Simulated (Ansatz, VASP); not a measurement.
## Two plane-wave programs on Si

```
Si
1.0
     2.62054    0.00000    0.00000
    -1.31027    2.26946    0.00000
     0.00000    0.00000    2.58967
Si
1
Direct
  0.00000 0.00000 0.00000
```

Change from the starting cell: strain +0.000 along x and y, +0.050 along z, atoms carried along.

Alike in both runs: task single point; functional r2SCAN; k mesh 21 × 21 × 20; occupations gaussian, width 0.15 eV; no spin polarisation.

|  | VASP | Ansatz |
| --- | --- | --- |
| version | VASP 6.6.1 | Ansatz 0.2.0 |
| potentials or method | VASP PAW PBE potentials, release 64 (Si), cutoff 520 eV | scalar-relativistic, plane waves, PAW |
| valence electrons in the cell | 4 | 4 |

```csv
,VASP,Ansatz,Ansatz less VASP
gap on the k mesh at the Fermi level (eV),none,none,-
pressure (GPa),-3.3,-3.3,+0.07
"traceless stress, the component that is largest in VASP (GPa)",-7.47,-7.44,+0.032
```

VASP's potentials were made for PBE, not for r2SCAN. A gap of «none» marks a metal or a gap that the smearing closes.
